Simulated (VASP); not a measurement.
# Y (P6_3/mmc) in VASP: further runs

The runs below take Y through single point, relaxation of cell and atoms, with PBEsol.

Program: VASP 6.6.1. These are calculated values, not measurements. Logs are shortened: lines on timing, memory, paths and dates and some standing lists are left out, and cuts for length are marked.

## (1) The cell of the first run

Symmetry: P6_3/mmc, No. 194, hexagonal system. Conventional cell: a = 3.592 Å, b = 3.592 Å, c = 5.618 Å, α = 90.00°, β = 90.00°, γ = 120.00°. Within 4.6 Å of Y (site symmetry -6m2) lie 12 Y at 3.49 to 3.59 Å.

## (2) Single point, PBEsol

The input, INCAR:

```
ALGO     = Normal         # electronic algorithm
EDIFF    = 1E-7           # SCF threshold, eV
ENCUT    = 520            # plane-wave cutoff, eV
GGA      = PS             # functional
ISIF     = 2              # what is computed and relaxed
ISMEAR   = -1             # smearing method
LASPH    = T              # aspherical terms in the spheres
LCHARG   = T              # write CHGCAR
LELF     = T              # ELF
LREAL    = F              # projectors in reciprocal space
LVHAR    = T            
LWAVE    = F              # write WAVECAR
NBANDS   = 18             # bands
NELM     = 60             # most SCF steps
PREC     = Accurate       # precision mode
SIGMA    = 0.1            # smearing width, eV
```

The input, KPOINTS:

```
k-points
0
Gamma
  8 8 5
```

The input, POSCAR:

```
Y
1.0
    3.5917599728      0.0000000000      0.0000000000
   -1.7958799864      3.1105553808      0.0000000000
    0.0000000000      0.0000000000      5.6177552878
Y
2
Direct
    0.3333333333      0.6666666667      0.2500000000
    0.6666666667      0.3333333333      0.7500000000
```

Potentials or basis: VASP PAW PBE potentials, release 64 (Y_sv).

Launch:

```sh
$ cat potpaw_PBE.64/Y_sv/POTCAR > POTCAR
$ mpirun -np 1 vasp_std > vasp.out
```

OUTCAR:

```text
EDIFF = 1E-7
   ENCUT = 520
   GGA = PS
   ISIF = 2
   ISMEAR = -1
   LASPH = T
   LREAL = F
   NELM = 60
   PREC = Accurate

 ion  position               nearest neighbor table
   1  0.333  0.667  0.250-   2 3.49   2 3.49   2 3.49   2 3.49   2 3.49   2 3.49
   2  0.667  0.333  0.750-   1 3.49   1 3.49   1 3.49   1 3.49   1 3.49   1 3.49

  LATTYP: Found a hexagonal cell.
 ALAT       =     3.5917599728
 C/A-ratio  =     1.5640675686

  Lattice vectors:

 A1 = (   3.5917599728,   0.0000000000,   0.0000000000)
 A2 = (  -1.7958799864,   3.1105553808,   0.0000000000)
 A3 = (   0.0000000000,   0.0000000000,   5.6177552878)

Analysis of symmetry for initial positions (statically):
=====================================================================
 Subroutine PRICEL returns:
 Original cell was already a primitive cell.

 Routine SETGRP: Setting up the symmetry group for a
 hexagonal supercell.

 Subroutine GETGRP returns: Found 24 space group operations
 (whereof 12 operations were pure point group operations)
 out of a pool of 24 trial point group operations.

The static configuration has the point symmetry D_3d.
 The point group associated with its full space group is D_6h.

Analysis of symmetry for dynamics (positions and initial velocities):
=====================================================================
 Subroutine PRICEL returns:
 Original cell was already a primitive cell.

 Routine SETGRP: Setting up the symmetry group for a
 hexagonal supercell.

 Subroutine GETGRP returns: Found 24 space group operations
 (whereof 12 operations were pure point group operations)
 out of a pool of 24 trial point group operations.

The dynamic configuration has the point symmetry D_3d.
 The point group associated with its full space group is D_6h.

 Subroutine INISYM returns: Found 24 space group operations
 (whereof 12 operations are pure point group operations),
 and found     1 'primitive' translations

----------------------------------------------------------------------------------------

                                     Primitive cell

  volume of cell :      62.7636

  direct lattice vectors                    reciprocal lattice vectors
     3.591759973  0.000000000  0.000000000     0.278415041  0.160742999  0.000000000
    -1.795879986  3.110555381  0.000000000     0.000000000  0.321485998  0.000000000
     0.000000000  0.000000000  5.617755288     0.000000000  0.000000000  0.178007042

  length of vectors
     3.591759973  3.591759973  5.617755288     0.321485998  0.321485998  0.178007042

  position of ions in fractional coordinates (direct lattice)
     0.333333333  0.666666667  0.250000000
     0.666666667  0.333333333  0.750000000

  ion indices of the primitive-cell ions
   primitive index   ion index
                 1           1
                 2           2

----------------------------------------------------------------------------------------

 KPOINTS: k-points

Automatic generation of k-mesh.
 Grid dimensions read from file:
 generate k-points for:    8    8    5

 Generating k-lattice:

  Cartesian coordinates                     Fractional coordinates (reciprocal lattice)
     0.034801880  0.020092875  0.000000000     0.125000000  0.000000000  0.000000000
     0.000000000  0.040185750  0.000000000     0.000000000  0.125000000  0.000000000
     0.000000000  0.000000000  0.035601408     0.000000000  0.000000000  0.200000000

  Length of vectors
     0.040185750  0.040185750  0.035601408

  Shift w.r.t. Gamma in fractional coordinates (k-lattice)
     0.000000000  0.000000000  0.000000000

 Subroutine IBZKPT returns following result:
 ===========================================

 Found     30 irreducible k-points:

 Following reciprocal coordinates:
            Coordinates               Weight
  0.000000  0.000000  0.000000      1.000000
  0.125000  0.000000  0.000000      6.000000
  0.250000  0.000000  0.000000      6.000000
  0.375000 -0.000000  0.000000      6.000000
  0.500000  0.000000  0.000000      3.000000
  0.125000  0.125000  0.000000      6.000000
[... 16 lines left out ...]
  0.250000  0.000000  0.400000     12.000000
  0.375000 -0.000000  0.400000     12.000000
 [... further k-points ...]
   k-points           NKPTS =     30   k-points in BZ     NKDIM =     30   number of bands    NBANDS=     18
   number of dos      NEDOS =    301   number of ions     NIONS =      2
   total plane-waves  NPLWV =  32928
   dimension x,y,z NGX =    28 NGY =   28 NGZ =   42
   dimension x,y,z NGXF=    56 NGYF=   56 NGZF=   84
   ions per type =               2
   NGX,Y,Z   is equivalent  to a cutoff of  12.96, 12.96, 12.43 a.u.
   NGXF,Y,Z  is equivalent  to a cutoff of  25.92, 25.92, 24.86 a.u.
 SYSTEM =  unknown system
   PREC   = accura    normal or accurate (medium, high low for compatibility)
   ISTART =      0    job   : 0-new  1-cont  2-samecut
   ICHARG =      2    charge: 1-file 2-atom 10-const
   ISPIN  =      1    spin polarized calculation?
   LNONCOLLINEAR =      F non collinear calculations
   LSORBIT =      F    spin-orbit coupling
   LASPH  =      T    aspherical Exc in radial PAW
   ENCUT  =  520.0 eV  38.22 Ry    6.18 a.u.   6.68  6.68 10.45*2*pi/ulx,y,z
   NELM   =     60;   NELMIN=  2; NELMDL= -5     # of ELM steps
   EDIFF  = 0.1E-06   stopping-criterion for ELM
   LREAL  =      F    real-space projection
   EDIFFG = 0.1E-05   stopping-criterion for IOM
   NSW    =      0    number of steps for IOM
   IBRION =     -1    ionic relax: 0-MD 1-quasi-New 2-CG
   NFREE  =      0    steps in history (QN), initial steepest desc. (CG)
   ISIF   =      2    stress and relaxation
   ISYM   =      2    0-nonsym 1-usesym 2-fastsym
   POTIM  = 0.5000    time-step for ionic-motion
   TEBEG  =    0.0;   TEEND  =   0.0 temperature during run
   PSTRESS=    0.0 pullay stress
   NELECT =      22.0000    total number of electrons
   NUPDOWN=      -1.0000    fix difference up-down
   EMIN   =  10.00;   EMAX   =-10.00  energy-range for DOS
   EFERMI =   0.00;   METHOD = LEGACY
   ISMEAR =    -1;   SIGMA  =   0.10  broadening in eV -4-tet -1-fermi 0-gaus
   EFERMI_NEDOS =   21; number of points for ismear=-14 and -15
   IALGO  =     38    algorithm
   IMIX   =      4    mixing-type and parameters
     AMIX     =   0.40;   BMIX     =  1.00
     AMIX_MAG =   1.60;   BMIX_MAG =  1.00
  volume/ion in A,a.u.               =      31.38       211.77
  Fermi-wavevector in a.u.,A,eV,Ry     =   1.154285  2.181282 18.128046  1.332374
  Thomas-Fermi vector in A             =   2.290923
   LORBIT       =      0    0 simple, 1 ext, 2 COOP (PROOUT), +10 PAW based schemes
   GGA     = PS    functional components
   LHFCALC =     F    Hartree Fock is set to
   AEXX    =    0.0000 exact exchange contribution
   IVDW    =     0    specifies the selected vdW correction
   LEPSILON=     F    determine dielectric tensor
   LRPA    =     F    only Hartree local field effects (RPA)
 non-spin polarized calculation
  energy-cutoff  :      520.00
  volume of cell :       62.76
 maximum number of plane-waves:      1731
 NGX is ok and might be reduce to    28
   NGX = 13   NGY = 13   NGZ = 21

 number of electron      22.0000001 magnetization

 Free energy of the ion-electron system (eV)
  ---------------------------------------------------
  ext. energy  EPLUGINS =         0.00000000
  ---------------------------------------------------
  free energy    TOTEN  =       -13.69667710 eV

  energy without entropy =      -13.57167815  energy(sigma->0) =      -13.63417763

 E-fermi :   3.0992     XC(G=0):  -9.7126

 val. band max:        3.0826140607   @ k =   0.3750   0.2500   0.4000
 cond. band min:       3.1483085721   @ k =   0.2500   0.0000   0.4000
 fundamental gap:      0.0656945114
 Fermi energy:         3.0991952984

 k-point     1 :       0.0000    0.0000    0.0000
  band No.  band energies     occupation
      1     -39.3751      2.00000
      2     -39.2837      2.00000
      3     -19.7389      2.00000
      4     -19.1763      2.00000
      5     -19.1763      2.00000
      6     -19.0707      2.00000
[... 10 lines left out ...]
     17       5.9658      0.00000
     18       5.9658      0.00000

 k-point     2 :       0.1250    0.0000    0.0000
  band No.  band energies     occupation
      1     -39.3658      2.00000
      2     -39.2806      2.00000
      3     -19.7068      2.00000
      4     -19.2405      2.00000
      5     -19.1980      2.00000
      6     -19.1378      2.00000
[... 10 lines left out ...]
     17       5.7008      0.00000
     18       5.8352      0.00000

 k-point     3 :       0.2500    0.0000    0.0000
  band No.  band energies     occupation
      1     -39.3422      2.00000
      2     -39.2741      2.00000
      3     -19.6201      2.00000
      4     -19.3962      2.00000
      5     -19.2918      2.00000
      6     -19.2475      2.00000
[... 10 lines left out ...]
     17       6.4483      0.00000
     18       6.6876      0.00000

 k-point     4 :       0.3750   -0.0000    0.0000
  band No.  band energies     occupation
      1     -39.3153      2.00000
      2     -39.2707      2.00000
      3     -19.5522      2.00000
      4     -19.5088      2.00000
      5     -19.4360      2.00000
      6     -19.2942      2.00000
[... 375 lines left out ...]
      4     -19.3267      2.00000
      5     -19.1843      2.00000
      6     -19.1572      2.00000
[... 10 lines left out ...]
     17       7.1249      0.00000
     18       7.2067      0.00000

 k-point    23 :       0.2500    0.0000    0.4000
  band No.  band energies     occupation
      1     -39.3188      2.00000
      2     -39.2977      2.00000
      3     -19.5465      2.00000
      4     -19.4499      2.00000
      5     -19.2524      2.00000
      6     -19.1974      2.00000
[... 10 lines left out ...]
     17       7.1920      0.00000
     18       7.3224      0.00000

 k-point    24 :       0.3750   -0.0000    0.4000
  band No.  band energies     occupation
      1     -39.2999      2.00000
      2     -39.2861      2.00000
      3     -19.6374      2.00000
      4     -19.5854      2.00000
      5     -19.2597      2.00000
      6     -19.2366      2.00000
[... 10 lines left out ...]
     17       7.7961      0.00000
     18       7.9210      0.00000

 [... further k-points ...]
[... 5 lines left out ...]
  --------------------------------------------------------------------------------------
  -------------------------------------------------------------------------------------
  Total       -0.0457797     -0.0457797     -0.0567942      0.0000000      0.0000000      0.0000000
  in kB       -1.1686269     -1.1686269     -1.4497942      0.0000000      0.0000000      0.0000000
  external PRESSURE =      -1.2623493 kB  Pullay stress =       0.0000000 kB

 VOLUME and BASIS-vectors are now :
 -----------------------------------------------------------------------------
  energy-cutoff  :      520.00
  volume of cell :       62.76
      direct lattice vectors                 reciprocal lattice vectors
     3.591759973  0.000000000  0.000000000     0.278415041  0.160742999  0.000000000
    -1.795879986  3.110555381  0.000000000     0.000000000  0.321485998  0.000000000
     0.000000000  0.000000000  5.617755288     0.000000000  0.000000000  0.178007042

 POSITION                                       TOTAL-FORCE (eV/Angst)
 -----------------------------------------------------------------------------------
     -0.00000      2.07370      1.40444         0.000000     -0.000000      0.000000
      1.79588      1.03685      4.21332        -0.000000      0.000000      0.000000
 -----------------------------------------------------------------------------------
    total drift:                               -0.000000      0.000000     -0.000000

  FREE ENERGIE OF THE ION-ELECTRON SYSTEM (eV)
  ---------------------------------------------------
  free  energy   TOTEN  =       -13.6966771017 eV

  energy  without entropy=      -13.5716781541  energy(sigma->0) =      -13.63417763
```

Wall time 19 s (1 thread of Intel Xeon 6975P-C (Granite Rapids), shared host); peak memory 0.2 GiB.

Results:

```
Free energy            : -13.6967 eV
Pressure               : -0.1 GPa
Band gap on the k mesh : zero (band 11 reaches 4.17 eV, above the bottom of band 12 at 2.69 eV)
```

Levels at points of the mesh, in eV from the Fermi level:
| k point | band 7 | band 8 | band 9 | band 10 | band 11 | band 12 | band 13 | band 14 | band 15 | band 16 |
| --- | --- | --- | --- | --- | --- | --- | --- | --- | --- | --- |
| (0.00, 0.00, 0.00) | -22.17 | -22.13 | -4.77 | -1.93 | 1.07 | 1.78 | 1.78 | 2.13 | 2.43 | 2.43 |
| (0.50, 0.00, 0.00) | -22.31 | -22.23 | -1.70 | -1.27 | -0.87 | -0.02 | 1.48 | 1.49 | 2.17 | 5.26 |

Caveat: the PAW data sets were made with another functional, which shifts forces and pressure a little.

[end of part 1 of 2]
